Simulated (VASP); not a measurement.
# AlN: relaxation of the atoms with PBE

Crystal: AlN.

```
Al N
1.0
     3.19250    0.00000    0.00000
    -1.59625    2.76479    0.00000
     0.00000    0.00000    4.61560
Al N
2 2
Direct
  0.33333 0.66667 0.00173
  0.66667 0.33333 0.50173
  0.33333 0.66667 0.38327
  0.66667 0.33333 0.88327
```

| Property | Result |
| --- | --- |
| Program | VASP 6.6.1 |
| Task | relaxation of the atoms |
| Functional | PBE |
| Potentials or basis | VASP PAW PBE potentials, release 64 (Al, N) |
| Cutoff | 520 eV |
| k mesh | 9 × 9 × 6 |
| Occupations | gaussian, width 0.05 eV |
| Spin | no spin polarisation |
| Dipole correction | no |
| Further INCAR settings | ALGO = Normal; EDIFF = 1e-06; IBRION = 2; EDIFFG = -0.01; NSW = 50 |

The energy gained by relaxing is 55.9 meV/atom, the ionic steps are 5 and the pressure after relaxing is 6.1 GPa. The band gap on the k mesh is 3.74 eV.

Stress tensor (GPa, compression positive):
```
 0.45  0.00  0.00
 0.00  0.45  0.00
 0.00  0.00 17.40
```

Step by step:
```tsv
step	energy change (eV)	largest force (eV/Å)	pressure (GPa)
1	0.0000	2.0567	11.11
2	-0.1764	0.5746	4.85
3	-0.2234	0.0125	6.14
4	-0.2234	0.0144	6.07
5	-0.2234	0.0009	6.10
```

Final structure:
```yaml
crystal:
  lattice:
    - [3.19250, 0.00000, 0.00000]
    - [-1.59625, 2.76479, 0.00000]
    - [0.00000, 0.00000, 4.61560]
  atoms:
    - { symbol: Al, position: [0.33333, 0.66667, 0.98821] }
    - { symbol: Al, position: [0.66667, 0.33333, 0.48822] }
    - { symbol: N, position: [0.33333, 0.66667, 0.39678] }
    - { symbol: N, position: [0.66667, 0.33333, 0.89679] }
```

Levels at points of the mesh, in eV from the valence-band top:
| k point | band 5 | band 6 | band 7 | band 8 | band 9 | band 10 | band 11 | band 12 |
| --- | --- | --- | --- | --- | --- | --- | --- | --- |
| (0.00, 0.00, 0.00) | -2.06 | -1.06 | -1.06 | 0.00 | 3.74 | 5.40 | 9.71 | 9.71 |
| (0.00, 0.00, 0.50) | -1.58 | -1.58 | -1.58 | -1.58 | 5.82 | 5.82 | 10.02 | 10.02 |

Wall time 32 s on 1 thread of Intel(R) Xeon(R) Platinum 8488C (Sapphire Rapids), on a shared host, peak memory 0.16 GiB.

As with any semilocal functional, this PBE gap is likely too small.
